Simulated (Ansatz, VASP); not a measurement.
**Two plane-wave programs on Ti**

```xyz
2
Lattice="2.9306 0.0000 0.0000 -1.4653 2.5380 0.0000 0.0000 0.0000 4.6546" Properties=species:S:1:pos:R:3 pbc="T T T"
Ti    0.0000    1.6920    1.1636
Ti    1.4653    0.8460    3.4909
```

Alike in both runs: task single point; functional PBE; k mesh 12 × 12 × 6; occupations fermi-dirac, width 0.02 eV; no spin polarisation.

```csv
,VASP,Ansatz
version,VASP 6.6.1,Ansatz 0.2.0
potentials or method,"VASP PAW PBE potentials, release 64 (Ti_sv)","plane waves, PAW"
plane-wave cutoff (eV),520,420
valence electrons in the cell,24,24
```

```tsv
	VASP	Ansatz	Ansatz less VASP
pressure (GPa)	0.2	0.5	+0.27
traceless stress, the component that is largest in VASP (GPa)	-0.11	-0.09	+0.017
```
